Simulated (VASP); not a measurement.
Wanted: the native input for a VASP 6.6.1 run.

```yaml
Task: single point
Functional: r2SCAN
Potentials_or_basis: VASP PAW PBE potentials, release 64 (Si, Mo_sv)
Cutoff: 520 eV
k_mesh: 10 × 10 × 10
Occupations: gaussian, width 0.05 eV
Spin: no spin polarisation
Dipole_correction: no
Further_INCAR_settings: ALGO = Normal; EDIFF = 1e-06; NBANDS = 18
```

The system is Si2Mo.

```xyz
3
Lattice="-1.6127 1.6127 3.9300 1.6127 -1.6127 3.9300 1.6127 1.6127 -3.9300" Properties=species:S:1:pos:R:3 pbc="T T T"
Si    0.0000    0.0000    2.6395
Si    0.0000    0.0000    5.2205
Mo    0.0000    0.0000    0.0000
```

This cell differs from its parent crystal: volume scaled by 1.02.

The input as run:

POSCAR

```
Si2Mo
1.0
   -1.6126596735      1.6126596735      3.9300097099
    1.6126596735     -1.6126596735      3.9300097099
    1.6126596735      1.6126596735     -3.9300097099
Si Mo
2 1
Direct
    0.3358127113      0.3358127113      0.0000000000
    0.6641872887      0.6641872887      0.0000000000
    0.0000000000      0.0000000000      0.0000000000
```

INCAR.step1

```
SYSTEM = Si2Mo
ALGO = Normal
EDIFF = 1E-4
ENCUT = 520
GGA = PE
ISMEAR = 0
LASPH = .True.
LCHARG = .False.
LREAL = .False.
LWAVE = .True.
NBANDS = 18
NELM = 60
PREC = Accurate
SIGMA = 0.05
```

INCAR.step2

```
SYSTEM = Si2Mo
ALGO = Normal
EDIFF = 1E-6
ENCUT = 520
ISIF = 2
ISMEAR = 0
ISTART = 1
LASPH = .True.
LCHARG = .True.
LELF = .True.
LMIXTAU = .True.
LREAL = .False.
LVHAR = .True.
LWAVE = .False.
METAGGA = R2SCAN
NBANDS = 18
NELM = 60
PREC = Accurate
SIGMA = 0.05
```

KPOINTS

```
k-points
0
Gamma
  10 10 10
  0 0 0
```

Potentials or basis: VASP PAW PBE potentials, release 64 (Si, Mo_sv).

Launch:

```bash
$ cat potpaw_PBE.64/Si/POTCAR potpaw_PBE.64/Mo_sv/POTCAR > POTCAR
$ cp INCAR.step1 INCAR
$ mpirun -np 1 vasp_std > vasp.out
$ cp INCAR.step2 INCAR
$ mpirun -np 1 vasp_std > vasp.out
```

It gave:

The pressure is -3.7 GPa, the largest force is 0.004 eV/Å and the band gap on the k mesh is zero (band 11 reaches 12.41 eV, above the bottom of band 12 at 11.43 eV).

Caveat: the PAW data sets were made with another functional, which shifts forces and pressure a little.

It took 2.3 min on 1 thread of Intel(R) Xeon(R) 6975P-C (Granite Rapids), on a shared host, peak memory 0.25 GiB.
